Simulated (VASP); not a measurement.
A run of VASP 6.6.1 is set up as follows.

INCAR

```
SYSTEM = GaSb
  PREC = Accurate
  ENCUT = 520
  EDIFF = 1E-7
  ISMEAR = 0
  SIGMA = 0.1
  LREAL = .FALSE.
  LASPH = .TRUE.
  NELM = 80
  ALGO = Normal
  ISIF = 2
  LWAVE = .FALSE.
  LCHARG = .FALSE.
  GGA = PE
  NBANDS = 46
```

The input KPOINTS:

```
regular mesh
0
G
  6 6 6
  0 0 0
```

File POSCAR:

```
GaSb
1.0
   -5.7419609372      0.0000000000      0.0000000000
    0.0000000000      0.0000000000      6.0902074202
    0.0000000000      5.7419609372      0.0000000000
Ga Sb
4 4
Direct
    0.5000000000      0.0000000000      0.0000000000
    0.5000000000      0.5000000000      0.0000000000
    0.0000000000      0.0000000000      0.5000000000
    0.0000000000      0.5000000000      0.5000000000
    0.5000000000      0.0000000000      0.5000000000
    0.5000000000      0.5000000000      0.5000000000
    0.0000000000      0.0000000000      0.0000000000
    0.0000000000      0.5000000000      0.0000000000
```

Potentials or basis: VASP PAW PBE potentials, release 64 (Ga_d, Sb).

Launch:

```sh
$ cat potpaw_PBE.64/Ga_d/POTCAR potpaw_PBE.64/Sb/POTCAR > POTCAR
$ mpirun -np 1 vasp_std > vasp.out
```

Q: Predict the pressure.

A: 0.0 GPa.

Q: Estimate the band gap on the k mesh.

A: Zero (band 36 reaches 7.56 eV, above the bottom of band 37 at 4.78 eV).

Stress tensor (GPa, compression positive):
```
 0.09  0.00  0.00
 0.00  0.09  0.00
 0.00  0.00 -0.03
```

Caveat: spin-orbit coupling is left out, which moves the levels of the heavy elements.
